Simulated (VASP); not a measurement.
## GaP: vibrations by perturbation theory with LDA

Crystal: GaP.

```
CELL_PARAMETERS angstrom
0.00000 2.69569 2.69569
2.69569 0.00000 2.69569
2.69569 2.69569 0.00000
ATOMIC_POSITIONS crystal
Ga 0.00000 0.00000 0.00000
P 0.75000 0.75000 0.75000
```

```json
{"Program": "VASP 6.6.1", "Task": "vibrations by perturbation theory", "Functional": "LDA", "Potentials or basis": "VASP PAW LDA potentials, release 64 (Ga_d, P)", "Cutoff": "520 eV", "k mesh": "6 × 6 × 6", "Occupations": "gaussian, width 0.01 eV", "Spin": "no spin polarisation", "Dipole correction": "no", "Further INCAR settings": "ALGO = Normal; EDIFF = 1e-08; NBANDS = 16; IBRION = 8; NSW = 1"}
```

The highest phonon frequency at Γ, LO-TO splitting left out is 365 cm⁻¹.

Phonon frequencies in cm⁻¹ (negative: imaginary):
```
              q point        frequencies
(0.000, 0.000, 0.000)  0 0 0 365 365 365
```

It took 73 s on 1 thread of Intel(R) Xeon(R) Platinum 8375C CPU @ 2.90GHz (Ice Lake), on a shared host, peak memory 0.2 GiB.
